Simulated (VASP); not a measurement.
# I (R-3m) in VASP: a series of runs

Runs on I. Level: PBE. Tasks: single point.

Everything below comes from runs of VASP 6.6.1. Logs are shortened: lines on timing, memory, paths and dates and some standing lists are left out, and cuts for length are marked.

**1. The cell of the first run**

The typed cell holds 2 atoms: a = 3.762 Å, b = 3.762 Å, c = 3.762 Å, α = 59.92°, β = 59.92°, γ = 59.92°.

**2. Single point, PBE**

INCAR reads:

```
SYSTEM = I
PREC = Accurate ; ENCUT = 520
EDIFF = 1E-6 ; ISMEAR = -1
SIGMA = 0.1 ; LREAL = .FALSE.
LASPH = .TRUE. ; NELM = 80
ALGO = Normal ; ISIF = 2
LWAVE = .FALSE. ; LCHARG = .FALSE.
GGA = PE ; NBANDS = 14
```

KPOINTS reads:

```
regular mesh
0
G
  11 11 11
  0 0 0
```

POSCAR reads:

```
I
1.0
    1.8783852243     -1.0844862149      3.0732077000
    0.0000000000      2.1689724298      3.0732077000
   -1.8783852243     -1.0844862149      3.0732077000
I
2
Direct
    0.2500000000      0.2500000000      0.2500000000
   -0.2500000000     -0.2500000000     -0.2500000000
```

Potentials or basis: VASP PAW PBE potentials, release 64 (I).

Launch:

```
$ cat potpaw_PBE.64/I/POTCAR > POTCAR
$ mpirun -np 1 vasp_std > vasp.out
```

OUTCAR:

```text
SYSTEM = I
   PREC = Accurate
   ENCUT = 520
   EDIFF = 1E-6
   ISMEAR = -1
   LREAL = .FALSE.
   LASPH = .TRUE.
   NELM = 80
   ISIF = 2
   GGA = PE

 ion  position               nearest neighbor table
   1  0.250  0.250  0.250-   2 2.66   2 2.66   2 2.66   2 2.66   2 2.66   2 2.66
   2  0.750  0.750  0.750-   1 2.66   1 2.66   1 2.66   1 2.66   1 2.66   1 2.66

  LATTYP: Found a trigonal (rhomboedric) cell.
 ALAT       =     3.7615218953
 COS(alpha) =     0.5012623735

  Lattice vectors:

 A1 = (   1.8783852243,  -1.0844862149,   3.0732077000)
 A2 = (   0.0000000000,   2.1689724298,   3.0732077000)
 A3 = (  -1.8783852243,  -1.0844862149,   3.0732077000)

Analysis of symmetry for initial positions (statically):
=====================================================================
 Subroutine PRICEL returns following result:

  LATTYP: Found a trigonal (rhomboedric) cell.
 ALAT       =     2.6581182805
 COS(alpha) =     0.0012639691

  Lattice vectors:

 A1 = (   1.8783852243,   1.0844862149,   1.5366038500)
 A2 = (  -1.8783852243,   1.0844862149,   1.5366038500)
 A3 = (   0.0000000000,  -2.1689724298,   1.5366038500)

   2 primitive cells build up your supercell.

 Routine SETGRP: Setting up the symmetry group for a
 trigonal (rhombohedral) supercell.

 Subroutine GETGRP returns: Found 12 space group operations
 (whereof 12 operations were pure point group operations)
 out of a pool of 12 trial point group operations.

The static configuration has the point symmetry D_3d.

Analysis of symmetry for dynamics (positions and initial velocities):
=====================================================================
 Subroutine PRICEL returns following result:

  LATTYP: Found a trigonal (rhomboedric) cell.
 ALAT       =     2.6581182805
 COS(alpha) =     0.0012639691

  Lattice vectors:

 A1 = (   1.8783852243,   1.0844862149,   1.5366038500)
 A2 = (  -1.8783852243,   1.0844862149,   1.5366038500)
 A3 = (   0.0000000000,  -2.1689724298,   1.5366038500)

   2 primitive cells build up your supercell.

 Routine SETGRP: Setting up the symmetry group for a
 trigonal (rhombohedral) supercell.

 Subroutine GETGRP returns: Found 12 space group operations
 (whereof 12 operations were pure point group operations)
 out of a pool of 12 trial point group operations.

The dynamic configuration has the point symmetry D_3d.

 Subroutine INISYM returns: Found 12 space group operations
 (whereof 12 operations are pure point group operations),
 and found     2 'primitive' translations

----------------------------------------------------------------------------------------

                                     Primitive cell

  volume of cell :      18.7811

  direct lattice vectors                    reciprocal lattice vectors
     1.878385224  1.084486215  1.536603850     0.266186080  0.153682605  0.216928607
    -1.878385224  1.084486215  1.536603850    -0.266186080  0.153682605  0.216928607
     0.000000000 -2.168972430  1.536603850     0.000000000 -0.307365210  0.216928607

  length of vectors
     2.658118280  2.658118280  2.658118280     0.376206583  0.376206583  0.376206583

  position of ions in fractional coordinates (direct lattice)
     0.500000000  0.500000000  0.500000000

  ion indices of the primitive-cell ions
   primitive index   ion index
                 1           1

----------------------------------------------------------------------------------------

 KPOINTS: regular mesh

Automatic generation of k-mesh.
 Grid dimensions read from file:
 generate k-points for:   11   11   11

 Generating k-lattice:

  Cartesian coordinates                     Fractional coordinates (reciprocal lattice)
     0.024198735 -0.013971146  0.009860391     0.090909091  0.000000000  0.000000000
     0.000000000  0.027942292  0.009860391     0.000000000  0.090909091  0.000000000
    -0.024198735 -0.013971146  0.009860391     0.000000000  0.000000000  0.090909091

  Length of vectors
     0.029631048  0.029631048  0.029631048

  Shift w.r.t. Gamma in fractional coordinates (k-lattice)
     0.000000000  0.000000000  0.000000000

 Subroutine IBZKPT returns following result:
 ===========================================

 Found    146 irreducible k-points:

 Following reciprocal coordinates:
            Coordinates               Weight
  0.000000  0.000000  0.000000      1.000000
  0.090909 -0.000000  0.000000      6.000000
  0.181818 -0.000000  0.000000      6.000000
  0.272727  0.000000  0.000000      6.000000
  0.363636 -0.000000  0.000000      6.000000
  0.454545 -0.000000  0.000000      6.000000
[... 16 lines left out ...]
 -0.272727  0.181818 -0.000000     12.000000
 -0.181818  0.181818 -0.000000      6.000000
 [... further k-points ...]
   k-points           NKPTS =    146   k-points in BZ     NKDIM =    146   number of bands    NBANDS=     14
   number of dos      NEDOS =    301   number of ions     NIONS =      2
   total plane-waves  NPLWV =  21952
   dimension x,y,z NGX =    28 NGY =   28 NGZ =   28
   dimension x,y,z NGXF=    56 NGYF=   56 NGZF=   56
   ions per type =               2
   NGX,Y,Z   is equivalent  to a cutoff of  12.38, 12.38, 12.38 a.u.
   NGXF,Y,Z  is equivalent  to a cutoff of  24.75, 24.75, 24.75 a.u.
 SYSTEM =  I
   PREC   = accura    normal or accurate (medium, high low for compatibility)
   ISTART =      0    job   : 0-new  1-cont  2-samecut
   ICHARG =      2    charge: 1-file 2-atom 10-const
   ISPIN  =      1    spin polarized calculation?
   LNONCOLLINEAR =      F non collinear calculations
   LSORBIT =      F    spin-orbit coupling
   LASPH  =      T    aspherical Exc in radial PAW
   ENCUT  =  520.0 eV  38.22 Ry    6.18 a.u.   6.99  6.99  6.99*2*pi/ulx,y,z
   NELM   =     80;   NELMIN=  2; NELMDL= -5     # of ELM steps
   EDIFF  = 0.1E-05   stopping-criterion for ELM
   LREAL  =      F    real-space projection
   EDIFFG = 0.1E-04   stopping-criterion for IOM
   NSW    =      0    number of steps for IOM
   IBRION =     -1    ionic relax: 0-MD 1-quasi-New 2-CG
   NFREE  =      0    steps in history (QN), initial steepest desc. (CG)
   ISIF   =      2    stress and relaxation
   ISYM   =      2    0-nonsym 1-usesym 2-fastsym
   POTIM  = 0.5000    time-step for ionic-motion
   TEBEG  =    0.0;   TEEND  =   0.0 temperature during run
   PSTRESS=    0.0 pullay stress
   NELECT =      14.0000    total number of electrons
   NUPDOWN=      -1.0000    fix difference up-down
   EMIN   =  10.00;   EMAX   =-10.00  energy-range for DOS
   EFERMI =   0.00;   METHOD = LEGACY
   ISMEAR =    -1;   SIGMA  =   0.10  broadening in eV -4-tet -1-fermi 0-gaus
   EFERMI_NEDOS =   21; number of points for ismear=-14 and -15
   IALGO  =     38    algorithm
   IMIX   =      4    mixing-type and parameters
     AMIX     =   0.40;   BMIX     =  1.00
     AMIX_MAG =   1.60;   BMIX_MAG =  1.00
  volume/ion in A,a.u.               =      18.78       126.74
  Fermi-wavevector in a.u.,A,eV,Ry     =   1.178149  2.226379 18.885364  1.388035
  Thomas-Fermi vector in A             =   2.314483
   LORBIT       =      0    0 simple, 1 ext, 2 COOP (PROOUT), +10 PAW based schemes
   GGA     = PE    functional components
   LHFCALC =     F    Hartree Fock is set to
   AEXX    =    0.0000 exact exchange contribution
   IVDW    =     0    specifies the selected vdW correction
   LEPSILON=     F    determine dielectric tensor
   LRPA    =     F    only Hartree local field effects (RPA)
 non-spin polarized calculation
  energy-cutoff  :      520.00
  volume of cell :       37.56
 maximum number of plane-waves:      1026
   NGX = 13   NGY = 13   NGZ = 13

 number of electron      14.0000001 magnetization

 Free energy of the ion-electron system (eV)
  ---------------------------------------------------
  ext. energy  EPLUGINS =         0.00000000
  ---------------------------------------------------
  free energy    TOTEN  =         5.79819892 eV

  energy without entropy =        5.83478901  energy(sigma->0) =        5.81649397

 E-fermi :  16.2966     XC(G=0): -12.0029

 val. band max:       16.2881587290   @ k =  -0.4545   0.1818  -0.0000
 cond. band min:      16.3037819433   @ k =  -0.4545  -0.4545   0.3636
 fundamental gap:      0.0156232142
 Fermi energy:        16.2965772765

 k-point     1 :       0.0000    0.0000    0.0000
  band No.  band energies     occupation
      1      -5.2051      2.00000
      2       6.8718      2.00000
      3       8.9717      2.00000
      4       9.0023      2.00000
      5       9.0023      2.00000
      6      15.8877      1.96705
      7      15.8877      1.96705
      8      15.8977      1.96364
      9      17.6996      0.00000
     10      17.7322      0.00000
     11      17.7322      0.00000
     12      20.3452      0.00000
     13      20.3452      0.00000
     14      20.5165      0.00000

 k-point     2 :       0.0909   -0.0000    0.0000
  band No.  band energies     occupation
      1      -5.0783      2.00000
      2       5.8725      2.00000
      3       9.0046      2.00000
      4       9.0310      2.00000
      5       9.7584      2.00000
      6      15.2817      1.99992
      7      15.2877      1.99992
      8      15.5637      1.99869
      9      17.6110      0.00000
     10      17.9255      0.00000
     11      17.9551      0.00000
     12      21.1343      0.00000
     13      21.1371      0.00000
     14      21.3470      0.00000

 k-point     3 :       0.1818   -0.0000    0.0000
  band No.  band energies     occupation
      1      -4.6986      2.00000
      2       4.1803      2.00000
      3       9.1065      2.00000
      4       9.1307      2.00000
      5      10.7207      2.00000
      6      14.0966      2.00000
      7      14.0983      2.00000
      8      14.8087      2.00000
      9      17.8143      0.00000
     10      18.5771      0.00000
     11      18.6086      0.00000
     12      22.8662      0.00000
     13      22.8730      0.00000
     14      23.2881      0.00000

 k-point     4 :       0.2727    0.0000    0.0000
  band No.  band energies     occupation
      1      -4.0692      2.00000
      2       2.4263      2.00000
      3       9.3135      2.00000
      4       9.3345      2.00000
      5      11.3354      2.00000
      6      12.8810      2.00000
      7      12.8832      2.00000
      8      13.9543      2.00000
      9      18.7354      0.00000
     10      19.6204      0.00000
     11      19.6543      0.00000
     12      24.9820      0.00000
     13      24.9923      0.00000
     14      25.8457      0.00000

 k-point     5 :       0.3636   -0.0000    0.0000
  band No.  band energies     occupation
      1      -3.1960      2.00000
      2       0.7554      2.00000
      3       9.6622      2.00000
      4       9.6796      2.00000
      5      11.7214      2.00000
      6      11.7961      2.00000
      7      11.8020      2.00000
      8      13.1809      2.00000
      9      20.2828      0.00000
     10      21.0092      0.00000
     11      21.0454      0.00000
[... 276 lines left out ...]
 k-point    22 :      -0.3636    0.1818   -0.0000
  band No.  band energies     occupation
      1      -2.0800      2.00000
      2      -0.0985      2.00000
      3       6.4247      2.00000
      4       9.0546      2.00000
      5      10.0554      2.00000
      6      12.3929      2.00000
      7      14.0401      2.00000
      8      16.8723      0.00630
      9      20.0882      0.00000
     10      20.8862      0.00000
     11      21.3761      0.00000
     12      25.4799      0.00000
     13      26.3421      0.00000
     14      27.7532      0.00000

 k-point    23 :      -0.2727    0.1818   -0.0000
  band No.  band energies     occupation
      1      -3.0866      2.00000
      2       1.2280      2.00000
      3       6.4692      2.00000
      4      10.0037      2.00000
      5      10.9396      2.00000
      6      11.5320      2.00000
      7      13.4445      2.00000
      8      17.3384      0.00006
      9      18.6139      0.00000
     10      19.6426      0.00000
     11      23.0930      0.00000
     12      24.1502      0.00000
     13      24.2954      0.00000
     14      28.6420      0.00000

 k-point    24 :      -0.1818    0.1818   -0.0000
  band No.  band energies     occupation
      1      -3.8658      2.00000
      2       2.4652      2.00000
      3       6.9839      2.00000
      4      10.6876      2.00000
      5      11.1838      2.00000
      6      11.9987      2.00000
      7      12.6435      2.00000
      8      17.2196      0.00020
      9      17.7697      0.00000
     10      18.8447      0.00000
     11      22.2158      0.00000
     12      22.2511      0.00000
     13      26.1340      0.00000
     14      26.2046      0.00000

 [... further k-points ...]
[... 5 lines left out ...]
  --------------------------------------------------------------------------------------
  -------------------------------------------------------------------------------------
  Total       26.0109469     26.0109469     26.1082767      0.0000000      0.0000000      0.0000000
  in kB     1109.4682605   1109.4682605   1113.6197568      0.0000000      0.0000000      0.0000000
  external PRESSURE =    1110.8520926 kB  Pullay stress =       0.0000000 kB

 VOLUME and BASIS-vectors are now :
 -----------------------------------------------------------------------------
  energy-cutoff  :      520.00
  volume of cell :       37.56
      direct lattice vectors                 reciprocal lattice vectors
     1.878385224 -1.084486215  3.073207700     0.266186080 -0.153682605  0.108464304
     0.000000000  2.168972430  3.073207700     0.000000000  0.307365210  0.108464304
    -1.878385224 -1.084486215  3.073207700    -0.266186080 -0.153682605  0.108464304

 POSITION                                       TOTAL-FORCE (eV/Angst)
 -----------------------------------------------------------------------------------
      0.00000      0.00000      2.30491         0.000000      0.000000     -0.000000
      0.00000      0.00000      6.91472        -0.000000     -0.000000      0.000000
 -----------------------------------------------------------------------------------
    total drift:                               -0.000000     -0.000000     -0.000000

  FREE ENERGIE OF THE ION-ELECTRON SYSTEM (eV)
  ---------------------------------------------------
  free  energy   TOTEN  =         5.7981989247 eV

  energy  without entropy=        5.8347890102  energy(sigma->0) =        5.81649397
```

Run time: 50 s. Hardware: 1 thread of Intel Xeon Platinum 8259CL at 2.50GHz (Skylake/Cascade Lake), shared host; peak memory 0.2 GiB.

Results:

| Quantity | Value |
| --- | --- |
| Free energy | 5.7982 eV |
| Pressure | 111.1 GPa |
| Band gap on the k mesh | zero (band 7 reaches 18.73 eV, above the bottom of band 8 at 12.56 eV) |

Levels at points of the mesh, in eV from the Fermi level:
| k point | band 3 | band 4 | band 5 | band 6 | band 7 | band 8 | band 9 | band 10 | band 11 | band 12 |
| --- | --- | --- | --- | --- | --- | --- | --- | --- | --- | --- |
| (0.00, 0.00, 0.00) | -7.32 | -7.29 | -7.29 | -0.41 | -0.41 | -0.40 | 1.40 | 1.44 | 1.44 | 4.05 |

Caveat: spin-orbit coupling is left out, which moves the levels of the heavy elements.

[end of part 1 of 2]
